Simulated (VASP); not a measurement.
The system is BaCaF4.

```
Ba F Ca
1.0
     4.07066    0.00000    0.00000
     0.00000    4.07066    0.00000
     0.00000    0.00000    5.96470
Ba F Ca
1 4 1
Direct
  0.00000 0.00000 0.00000
  0.00000 0.50000 0.72272
  0.00000 0.50000 0.27728
  0.50000 0.00000 0.27728
  0.50000 0.00000 0.72272
  0.50000 0.50000 0.50000
```

Base run:

```yaml
Program: VASP 6.6.1
Functional: r2SCAN
Potentials_or_basis: VASP PAW PBE potentials, release 64 (Ba_sv, F, Ca_sv)
Cutoff: 520 eV
k_mesh: 6 × 6 × 4
Occupations: gaussian, width 0.01 eV
Spin: no spin polarisation
```

Its results: band gap on the k mesh 6.72 eV (least direct gap 6.98 eV); pressure 1.0 GPa; largest force 0.058 eV/Å.

Task: The run is repeated on the same cell with these changes: functional from r2SCAN to PBE; occupations from gaussian, width 0.01 eV to fermi-dirac, width 0.02 eV. What comes out?

Result: Band gap on the k mesh 6.22 eV (least direct gap 6.47 eV); pressure 3.1 GPa; largest force 0.004 eV/Å.

Caveats: spin-orbit coupling is left out, which moves the levels of the heavy elements; the PAW data sets were made with another functional, which shifts forces and pressure a little (at least some runs); the cell stands under pressure (at least some runs).

A k mesh can miss the band edges.
